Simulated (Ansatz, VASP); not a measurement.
# LiTlSe2 in VASP and in Ansatz

```
Li Se Tl
1.0
     4.30614    0.00000    0.00000
     0.00000    4.30614    0.00000
     0.00000    0.00000    6.03946
Li Se Tl
1 2 1
Direct
  0.00000 0.00000 0.00000
  0.00000 0.50000 0.22921
  0.50000 0.00000 0.77079
  0.50000 0.50000 0.50000
```

Alike in both runs: task single point; functional r2SCAN; k mesh 6 × 6 × 4; no spin polarisation.

```csv
,VASP,Ansatz
version,VASP 6.6.1,Ansatz 0.2.0
potentials or method,"VASP PAW PBE potentials, release 64 (Li_sv, Se, Tl_d)","plane waves, PAW"
plane-wave cutoff (eV),830,500
occupations,"gaussian, width 0.01 eV",fixed
valence electrons in the cell,28,48
```

Ansatz gave:

| Item | Value |
| --- | --- |
| gap on the k mesh at the Fermi level (eV) | 0.64 |
| pressure (GPa) | -1.1 |
| rms of the force components (eV/Å) | 0.048 |

Question: Which values does VASP return?

Answer: gap on the k mesh at the Fermi level (eV): 0.65; pressure (GPa): -1.2; rms of the force components (eV/Å): 0.044.

VASP's potentials were made for PBE, not for r2SCAN. VASP's potentials hold 28 valence electrons a cell and Ansatz's 48, so a difference there can come from the potentials and not from the codes.

Neither program's run includes spin-orbit coupling.
